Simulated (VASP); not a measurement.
Here is a VASP 6.6.1 calculation.

INCAR

```
SYSTEM = Al6GeH2N6
PREC = Accurate
ENCUT = 520
EDIFF = 1E-6
ISMEAR = 0
SIGMA = 0.05
LREAL = Auto
LASPH = .True.
NELM = 100
ALGO = Normal
ISIF = 2
LWAVE = .False.
LCHARG = .False.
GGA = PS
NBANDS = 45
```

Contents of KPOINTS:

```
Automatic mesh
0
Gamma
  2 2 1
  0 0 0
```

POSCAR

```
Al6GeH2N6
1.0
    5.4455680000      0.0000000000      0.0000000000
   -2.7227840000      5.2851960000      0.0000000000
    0.0000000000      0.0000000000     16.3239630000
Al N Ge H
6 6 1 2
Direct
    0.6666665442      0.0000000000      0.0612596341
    0.2094010355      0.5378754165      0.1083323945
    0.2724268852      0.0729507477      0.1369645962
    0.7159486947      0.6163707079      0.1843586634
    0.8014179038      0.1745278699      0.2243956324
    0.2767771461      0.7060493121      0.2794934049
    0.5710365390      0.6742985501      0.0881140199
    1.0026213609      0.1933230102      0.1226390307
    0.1051444241      0.7267429628      0.1782759493
    0.5398282110      0.2758864572      0.2080949338
    0.6692280279      0.8373435914      0.2678131530
    0.0601954563      0.3457268188      0.3116276360
    0.9987773041      0.9725915557      0.3416377506
    0.9343764478      0.3528170005      0.3580692997
    0.8730717684      0.9803854010      0.4278980539
```

Potentials or basis: VASP PAW PBE potentials, release 64 (Al, N, Ge_d, H).

Command:

```bash
$ cat potpaw_PBE.64/Al/POTCAR potpaw_PBE.64/N/POTCAR potpaw_PBE.64/Ge_d/POTCAR potpaw_PBE.64/H/POTCAR > POTCAR
$ mpirun -np 1 vasp_std > vasp.out
```

(1) Predict the band gap on the k mesh.

(2) Predict the largest force.

Results:

(1) 1.25 eV, indirect (least direct gap 1.25 eV).

(2) 0.042 eV/Å.

Caveat: the k points lie up to 0.65 Å⁻¹ apart; the PAW data sets were made with another functional, which shifts forces and pressure a little.
